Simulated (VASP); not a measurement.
Set up this calculation in VASP 6.6.1, as the native input.

```yaml
Task: relaxation of cell and atoms
Functional: PBE
Potentials_or_basis: VASP PAW PBE potentials, release 64 (Ir, Pt)
Cutoff: 600 eV
k_mesh: 12 × 12 × 4
Occupations: gaussian, width 0.1 eV
Spin: no spin polarisation
Dipole_correction: no
Further_INCAR_settings: ALGO = Fast; EDIFF = 1e-06; IBRION = 2; EDIFFG = -0.001; NSW = 80; ISIF = 3
```

The structure of Ir4Pt lies in POSCAR:

```
Ir4Pt
1.0
    2.7564803803      0.0000000000      0.0000000000
   -1.3782401902      2.3871820344      0.0000000000
    0.0000000000      0.0000000000     11.2040382835
Ir Pt
4 1
Direct
    0.3333333333      0.6666666667      0.7957608333
    0.3333333333      0.6666666667      0.3997966258
    0.6666666667      0.3333333333      0.2042391667
    0.6666666667      0.3333333333      0.6002033742
    0.0000000000      0.0000000000      0.0000000000
```

The input as run:

INCAR

```
SYSTEM = Ir4Pt
ALGO = Fast
EDIFF = 1E-6
EDIFFG = -0.001
ENCUT = 600
GGA = PE
IBRION = 2
ISIF = 3
ISMEAR = 0
LASPH = .True.
LCHARG = .False.
LREAL = .False.
LWAVE = .False.
NELM = 100
NSW = 80
PREC = Accurate
SIGMA = 0.1
```

KPOINTS

```
k-points
0
Gamma
  12 12 4
  0 0 0
```

Potentials or basis: VASP PAW PBE potentials, release 64 (Ir, Pt).

Command:

```bash
$ cat potpaw_PBE.64/Ir/POTCAR potpaw_PBE.64/Pt/POTCAR > POTCAR
$ mpirun -np 1 vasp_std > vasp.out
```

It gave:

```json
{"Relaxed volume": "14.76 Å³/atom", "Relaxed cell": "a = 2.757 Å, b = 2.757 Å, c = 11.209 Å, α = 90.00°, β = 90.00°, γ = 120.00°", "Space group after relaxing (to 0.05 Å)": "P-3m1 (No. 164)", "Energy gained by relaxing": "0.0 meV/atom", "Ionic steps": "29", "Pressure after relaxing": "0.0 GPa"}
```

It took 25 min on 1 thread of Intel(R) Xeon(R) Platinum 8259CL CPU @ 2.50GHz (Skylake/Cascade Lake), on a shared host, peak memory 0.35 GiB.
